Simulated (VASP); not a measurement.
# Si16B (a cell with a defect) in VASP: single point with PBEsol

Aim: the single point of Si16B (a cell with a defect) with PBEsol.

All numbers are computed with VASP 6.6.1; they aren't measurements. Logs are shortened: lines on timing, memory, paths and dates and some standing lists are left out, and cuts for length are marked.

## 1. The cell of the first run

The cell holds a defect, 17 atoms: a = 7.679 Å, b = 7.679 Å, c = 7.679 Å, α = 60.00°, β = 60.00°, γ = 60.00°.

## 2. Single point, PBEsol, collinear spin

INCAR

```
  PREC = Accurate
  ENCUT = 520
  EDIFF = 1E-6
  ISMEAR = -1
  SIGMA = 0.05
  LREAL = Auto
  LASPH = True
  NELM = 150
  ALGO = Normal
  ISIF = 2
  LWAVE = False
  LCHARG = False
  ISPIN = 2
  MAGMOM = 0 0 0 0 0 0 0 0 0 0 0 0 0 0 0 0 1
  LORBIT = 11
  GGA = PS
  NBANDS = 52
```

KPOINTS

```
Automatic mesh
0
Gamma
  2 2 2
```

POSCAR

```
Si16B
1.0
    0.0000000000      5.4300000000      5.4300000000
    5.4300000000      0.0000000000      5.4300000000
    5.4300000000      5.4300000000      0.0000000000
Si B
16 1
Direct
    0.0136313360     -0.0100702707     -0.0042256256
    0.1263161917      0.1241997285      0.1247136318
   -0.0055823192      0.0006373678      0.4971045343
    0.1185786597      0.1336654072      0.6125714916
   -0.0042887742      0.4966494576      0.0001112476
    0.1233451954      0.6073141879      0.1340339323
   -0.0122522718      0.5071370860      0.5066754089
    0.1180747505      0.6278379229      0.6273587946
    0.4987183068     -0.0031630002     -0.0048119796
    0.6299885883      0.1199715304      0.1148026753
    0.4969953302      0.0063502213      0.4961463524
    0.6211345396      0.1291034021      0.6216903670
    0.4984463906      0.4982856569      0.0021198704
    0.6225723759      0.6233602365      0.1254073305
    0.4925346563      0.5034150620      0.4997276822
    0.6137691513      0.6304114973      0.6262623450
    0.3003280927      0.2564791066      0.2721871414
```

Potentials or basis: VASP PAW PBE potentials, release 64 (Si, B).

On the command line:

```
cat potpaw_PBE.64/Si/POTCAR potpaw_PBE.64/B/POTCAR > POTCAR
mpirun -np 1 vasp_std > vasp.out
```

OUTCAR:

```text
PREC = Accurate
   ENCUT = 520
   EDIFF = 1E-6
   ISMEAR = -1
   LREAL = Auto
   LASPH = True
   NELM = 150
   ISIF = 2
   ISPIN = 2
   LORBIT = 11
   GGA = PS

 ion  position               nearest neighbor table
   1  0.014  0.990  0.996-   2 2.36   6 2.40  10 2.41   4 2.41
   2  0.126  0.124  0.125-   3 2.34   9 2.34   5 2.34   1 2.36
   3  0.994  0.001  0.497-   2 2.34   4 2.34   8 2.34  12 2.34
   4  0.119  0.134  0.613-  17 2.21   3 2.34   7 2.35  11 2.37   1 2.41
   5  0.996  0.497  0.000-   6 2.34   2 2.34   8 2.34  14 2.34
   6  0.123  0.607  0.134-  17 2.27   5 2.34   7 2.34  13 2.35   1 2.40
   7  0.988  0.507  0.507-   8 2.33   6 2.34   4 2.35  16 2.35
   8  0.118  0.628  0.627-   7 2.33   5 2.34   3 2.34  15 2.35
   9  0.499  0.997  0.995-   2 2.34  14 2.34  12 2.34  10 2.35
  10  0.630  0.120  0.115-  17 2.13   9 2.35  13 2.37  11 2.39   1 2.41
  11  0.497  0.006  0.496-  17 2.31  12 2.34  16 2.36   4 2.37  10 2.39
  12  0.621  0.129  0.622-  11 2.34   3 2.34   9 2.34  15 2.35
  13  0.498  0.498  0.002-  14 2.34   6 2.35  16 2.36  10 2.37  17 2.43
  14  0.623  0.623  0.125-  13 2.34   5 2.34   9 2.34  15 2.35
  15  0.493  0.503  0.500-  12 2.35  14 2.35   8 2.35  16 2.35
  16  0.614  0.630  0.626-   7 2.35  15 2.35  13 2.36  11 2.36
  17  0.300  0.256  0.272-  10 2.13   4 2.21   6 2.27  11 2.31  13 2.43

  LATTYP: Found a face centered cubic cell.
 ALAT       =    10.8600000000

  Lattice vectors:

 A1 = (   0.0000000000,   5.4300000000,   5.4300000000)
 A2 = (   5.4300000000,   0.0000000000,   5.4300000000)
 A3 = (   5.4300000000,   5.4300000000,   0.0000000000)

Analysis of symmetry for initial positions (statically):
=====================================================================
 Subroutine PRICEL returns:
 Original cell was already a primitive cell.

 Routine SETGRP: Setting up the symmetry group for a
 face centered cubic supercell.

 Subroutine GETGRP returns: Found  1 space group operations
 (whereof  1 operations were pure point group operations)
 out of a pool of 48 trial point group operations.

The static configuration has the point symmetry C_1 .

Analysis of symmetry for dynamics (positions and initial velocities):
=====================================================================
 Subroutine PRICEL returns:
 Original cell was already a primitive cell.

 Routine SETGRP: Setting up the symmetry group for a
 face centered cubic supercell.

 Subroutine GETGRP returns: Found  1 space group operations
 (whereof  1 operations were pure point group operations)
 out of a pool of 48 trial point group operations.

The dynamic configuration has the point symmetry C_1 .

Analysis of structural, dynamic, and magnetic symmetry:
=====================================================================
 Subroutine PRICEL returns:
 Original cell was already a primitive cell.

 Routine SETGRP: Setting up the symmetry group for a
 face centered cubic supercell.

 Subroutine GETGRP returns: Found  1 space group operations
 (whereof  1 operations were pure point group operations)
 out of a pool of 48 trial point group operations.

The overall configuration has the point symmetry C_1 .

 Subroutine INISYM returns: Found  1 space group operations
 (whereof  1 operations are pure point group operations),
 and found     1 'primitive' translations

----------------------------------------------------------------------------------------

                                     Primitive cell

  volume of cell :     320.2060

  direct lattice vectors                    reciprocal lattice vectors
     0.000000000  5.430000000  5.430000000    -0.092081031  0.092081031  0.092081031
     5.430000000  0.000000000  5.430000000     0.092081031 -0.092081031  0.092081031
     5.430000000  5.430000000  0.000000000     0.092081031  0.092081031 -0.092081031

  length of vectors
     7.679179644  7.679179644  7.679179644     0.159489025  0.159489025  0.159489025

  position of ions in fractional coordinates (direct lattice)
     0.013631336  0.989929729  0.995774374
     0.126316192  0.124199729  0.124713632
     0.994417681  0.000637368  0.497104534
     0.118578660  0.133665407  0.612571492
     0.995711226  0.496649458  0.000111248
     0.123345195  0.607314188  0.134033932
[... 9 lines left out ...]
     0.613769151  0.630411497  0.626262345
[... 63 lines left out ...]
   ions per type =              16   1
   NGX,Y,Z   is equivalent  to a cutoff of  12.99, 12.99, 12.99 a.u.
   NGXF,Y,Z  is equivalent  to a cutoff of  25.98, 25.98, 25.98 a.u.
 SYSTEM =  unknown system
   PREC   = accura    normal or accurate (medium, high low for compatibility)
   ISTART =      0    job   : 0-new  1-cont  2-samecut
   ICHARG =      2    charge: 1-file 2-atom 10-const
   ISPIN  =      2    spin polarized calculation?
   LNONCOLLINEAR =      F non collinear calculations
   LSORBIT =      F    spin-orbit coupling
   LASPH  =      T    aspherical Exc in radial PAW
   ENCUT  =  520.0 eV  38.22 Ry    6.18 a.u.  14.28 14.28 14.28*2*pi/ulx,y,z
   NELM   =    150;   NELMIN=  2; NELMDL= -5     # of ELM steps
   EDIFF  = 0.1E-05   stopping-criterion for ELM
   LREAL  =      T    real-space projection
   EDIFFG = 0.1E-04   stopping-criterion for IOM
   NSW    =      0    number of steps for IOM
   IBRION =     -1    ionic relax: 0-MD 1-quasi-New 2-CG
   NFREE  =      0    steps in history (QN), initial steepest desc. (CG)
   ISIF   =      2    stress and relaxation
   ISYM   =      2    0-nonsym 1-usesym 2-fastsym
   POTIM  = 0.5000    time-step for ionic-motion
   TEBEG  =    0.0;   TEEND  =   0.0 temperature during run
   PSTRESS=    0.0 pullay stress
   NELECT =      67.0000    total number of electrons
   NUPDOWN=      -1.0000    fix difference up-down
   EMIN   =  10.00;   EMAX   =-10.00  energy-range for DOS
   EFERMI =   0.00;   METHOD = LEGACY
   ISMEAR =    -1;   SIGMA  =   0.05  broadening in eV -4-tet -1-fermi 0-gaus
   EFERMI_NEDOS =   21; number of points for ismear=-14 and -15
   IALGO  =     38    algorithm
   IMIX   =      4    mixing-type and parameters
     AMIX     =   0.40;   BMIX     =  1.00
     AMIX_MAG =   1.60;   BMIX_MAG =  1.00
  volume/ion in A,a.u.               =      18.84       127.11
  Fermi-wavevector in a.u.,A,eV,Ry     =   0.971904  1.836632 12.852022  0.944597
  Thomas-Fermi vector in A             =   2.102159
   LORBIT       =     11    0 simple, 1 ext, 2 COOP (PROOUT), +10 PAW based schemes
   GGA     = PS    functional components
   LHFCALC =     F    Hartree Fock is set to
   AEXX    =    0.0000 exact exchange contribution
   IVDW    =     0    specifies the selected vdW correction
   LEPSILON=     F    determine dielectric tensor
   LRPA    =     F    only Hartree local field effects (RPA)
 spin polarized calculation
  energy-cutoff  :      520.00
  volume of cell :      320.21
 maximum number of plane-waves:      8646
 NGX is ok and might be reduce to    60
   NGX = 29   NGY = 29   NGZ = 29

 number of electron      67.0000000 magnetization       0.0002552

 number of electron      67.0000000 magnetization      -0.0000553

 Free energy of the ion-electron system (eV)
  ---------------------------------------------------
  ext. energy  EPLUGINS =         0.00000000
  ---------------------------------------------------
  free energy    TOTEN  =       -94.36404138 eV

  energy without entropy =      -94.33926003  energy(sigma->0) =      -94.35165070

 E-fermi :   6.3258     XC(G=0):  -9.7084

 val. band max:        6.2538814657   @ k =   0.0000   0.5000   0.0000
 cond. band min:       6.4205256046   @ k =   0.0000   0.5000   0.5000
 fundamental gap:      0.1666441389
 Fermi energy:         6.3258145579

 spin component 1

 k-point     1 :       0.0000    0.0000    0.0000
  band No.  band energies     occupation
      1      -6.4075      1.00000
      2      -4.2328      1.00000
      3      -3.9530      1.00000
      4      -3.9030      1.00000
      5      -3.6532      1.00000
      6      -2.5778      1.00000
[... 373 lines left out ...]
     44       9.8120      0.00000
     45      10.1417      0.00000
 Fermi energy:         6.3258145579

 spin component 2

 k-point     1 :       0.0000    0.0000    0.0000
  band No.  band energies     occupation
      1      -6.4075      1.00000
      2      -4.2328      1.00000
      3      -3.9530      1.00000
      4      -3.9030      1.00000
      5      -3.6532      1.00000
      6      -2.5778      1.00000
[... 373 lines left out ...]
     44       9.8120      0.00000
     45      10.1417      0.00000
 [bands above 45 left out]

------------------------ aborting loop because EDIFF is reached ----------------------------------------

  FORCE on cell =-STRESS in cart. coord.  units (eV):
  Direction    XX          YY          ZZ          XY          YZ          ZX
  --------------------------------------------------------------------------------------
  -------------------------------------------------------------------------------------
  Total        2.4667630      2.5905191      2.3264103      0.6174889      1.0106087      0.7270128
  in kB       12.3426533     12.9618772     11.6403870      3.0896569      5.0566645      3.6376688
  external PRESSURE =      12.3149725 kB  Pullay stress =       0.0000000 kB

 VOLUME and BASIS-vectors are now :
 -----------------------------------------------------------------------------
  energy-cutoff  :      520.00
  volume of cell :      320.21
      direct lattice vectors                 reciprocal lattice vectors
     0.000000000  5.430000000  5.430000000    -0.092081031  0.092081031  0.092081031
     5.430000000  0.000000000  5.430000000     0.092081031 -0.092081031  0.092081031
     5.430000000  5.430000000  0.000000000     0.092081031  0.092081031 -0.092081031

 POSITION                                       TOTAL-FORCE (eV/Angst)
 -----------------------------------------------------------------------------------
     10.78237      5.48107      5.44934        -0.003055      0.001357      0.000348
      1.35160      1.36309      1.36030         0.018041      0.010183      0.014041
      2.70274      8.09897      5.40315        -0.008411     -0.005836     -0.005327
      4.05207      3.97015      1.36969         0.005521     -0.015691      0.005818
      2.69741      5.40732      8.10352        -0.007462     -0.003111     -0.005781
      4.02552      1.39757      3.96748        -0.000524      0.012302     -0.010117
[... 9 lines left out ...]
      6.82374      6.73337      6.75590        -0.002367     -0.005172     -0.004985
      2.87066      3.10876      3.02346        -0.026744      0.003231      0.010096
 -----------------------------------------------------------------------------------
    total drift:                                0.005668     -0.006856     -0.003080

  FREE ENERGIE OF THE ION-ELECTRON SYSTEM (eV)
  ---------------------------------------------------
  free  energy   TOTEN  =       -94.3640413784 eV

  energy  without entropy=      -94.3392600295  energy(sigma->0) =      -94.35165070

 total charge

# of ion       s       p       d       tot
------------------------------------------
    1        0.782   0.892   0.000   1.674
    2        0.745   0.947   0.000   1.692
    3        0.748   0.946   0.000   1.694
    4        0.741   0.935   0.000   1.676
    5        0.746   0.950   0.000   1.697
    6        0.740   0.938   0.000   1.677
[... 9 lines left out ...]
   16        0.757   0.931   0.000   1.688
   17        0.787   0.844   0.000   1.631
--------------------------------------------------
tot         12.769  15.849   0.000  28.618

 magnetization (x)

# of ion       s       p       d       tot
------------------------------------------
    1       -0.000   0.000   0.000   0.000
    2       -0.000  -0.000   0.000  -0.000
    3       -0.000  -0.000   0.000  -0.000
    4       -0.000  -0.000   0.000  -0.000
    5       -0.000  -0.000   0.000  -0.000
    6        0.000  -0.000   0.000  -0.000
[... 9 lines left out ...]
   16        0.000   0.000   0.000   0.000
   17       -0.000  -0.000   0.000  -0.000
--------------------------------------------------
tot         -0.000  -0.000   0.000  -0.000
```

It took 7.8 min on 1 thread of Intel Xeon Platinum 8259CL at 2.50GHz (Skylake/Cascade Lake), shared host; peak memory 0.7 GiB.

Results:

| Property | Result |
| --- | --- |
| Free energy | -94.3640 eV |
| Pressure | 1.2 GPa |
| Largest force | 0.029 eV/Å |
| Net moment | 0.00 μB per cell |
| Valence electrons inside the program's atomic spheres | Si 1.67, 1.69, 1.68, 1.70 (each value once); B 1.63 |

Forces in eV/Å, atoms in the order of the input:
```
Si  -0.003  0.001  0.000
Si   0.018  0.010  0.014
Si  -0.008 -0.006 -0.005
Si   0.006 -0.016  0.006
Si  -0.007 -0.003 -0.006
Si  -0.001  0.012 -0.010
Si   0.003 -0.005 -0.001
Si   0.001  0.008  0.006
Si  -0.001 -0.004 -0.005
Si   0.018 -0.020 -0.009
Si  -0.001  0.016  0.007
Si   0.006  0.005  0.005
Si  -0.004  0.003 -0.004
Si   0.006  0.006  0.001
Si  -0.003 -0.006 -0.005
Si  -0.002 -0.005 -0.005
B   -0.027  0.003  0.010
```

Stress tensor (GPa, compression positive):
```
1.23 0.31 0.36
0.31 1.30 0.51
0.36 0.51 1.16
```

Caveat: the k points lie up to 0.50 Å⁻¹ apart; the PAW data sets were made with another functional, which shifts forces and pressure a little.
